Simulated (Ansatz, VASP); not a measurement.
# CsPbBr3 in VASP and in Ansatz

File POSCAR:

```
CsPbBr3
1.0
    6.0023909327      0.0000000000      0.0000000000
    0.0000000000      6.0023909327      0.0000000000
    0.0000000000      0.0000000000      5.9292702912
Cs Pb Br
1 1 3
Direct
    0.0000000000      0.0000000000      0.0000000000
    0.5000000000      0.5000000000      0.5000000000
    0.5000000000      0.5000000000      0.0000000000
    0.5000000000      0.0000000000      0.5000000000
    0.0000000000      0.5000000000      0.5000000000
```

The input INCAR.step1:

```
SYSTEM = CsPbBr3
PREC = Accurate
ENCUT = 520
ISMEAR = 0
SIGMA = 0.01
LREAL = .FALSE.
LASPH = .TRUE.
NELM = 80
NBANDS = 30
GGA = PE
ALGO = Normal
EDIFF = 1E-4
LWAVE = .TRUE.
LCHARG = .FALSE.
```

The input INCAR.step2:

```
SYSTEM = CsPbBr3
PREC = Accurate
ENCUT = 520
EDIFF = 1E-6
ISMEAR = 0
SIGMA = 0.01
LREAL = .FALSE.
LASPH = .TRUE.
NELM = 80
ALGO = Normal
ISIF = 2
LWAVE = .FALSE.
LCHARG = .FALSE.
METAGGA = R2SCAN
LMIXTAU = .TRUE.
NBANDS = 30
ISTART = 1
```

The input KPOINTS:

```
Automatic mesh
0
G
  4 4 4
  0 0 0
```

Input for Ansatz:

```yaml
crystal:
  lattice:
    - [6.0023909327, 0.0, 0.0]
    - [0.0, 6.0023909327, 0.0]
    - [0.0, 0.0, 5.9292702912]
  atoms:
    - { symbol: Cs, position: [0.0, 0.0, 0.0] }
    - { symbol: Pb, position: [0.5, 0.5, 0.5] }
    - { symbol: Br, position: [0.5, 0.5, 0.0] }
    - { symbol: Br, position: [0.5, 0.0, 0.5] }
    - { symbol: Br, position: [0.0, 0.5, 0.5] }
kpoints:
  mp_grid: { grid: [4, 4, 4] }
  band_path:
    path: [[0.0, 0.0, 0.0], [0.0, 0.5, 0.0], [0.5, 0.5, 0.0], [0.5, 0.5, 0.5]]
    npoints: 1
hamiltonian:
  xc: r2scan
scf:
  occupations: { method: fixed }
  n_extra_bands: 5
output:
  forces: true
  stress: true
  eigenvalues: true
  write_density: true
  write_potential: true
  elf: true
  volumetric_format: npy
```

Change from the starting cell: epitaxial_xy strain +1.0%.

Alike in both runs: task single point; functional r2SCAN; k mesh 4 × 4 × 4; no spin polarisation.

```csv
,VASP,Ansatz
version,VASP 6.6.1,Ansatz 0.2.0
potentials or method,"VASP PAW PBE potentials, release 64 (Cs_sv, Pb_d, Br)","plane waves, PAW"
plane-wave cutoff (eV),520,500
occupations,"gaussian, width 0.01 eV",fixed
valence electrons in the cell,44,44
```

VASP gave:

```
gap on the k mesh at the Fermi level (eV)                     : 2.09
pressure (GPa)                                                : -0.3
traceless stress, the component that is largest in VASP (GPa) : 0.34
```

Problem. Which values does Ansatz return?

Solution. gap on the k mesh at the Fermi level (eV): 2.08; pressure (GPa): -0.3; traceless stress, the component that is largest in VASP (GPa): 0.33.

VASP's potentials were made for PBE, not for r2SCAN.

Spin-orbit coupling is off throughout.
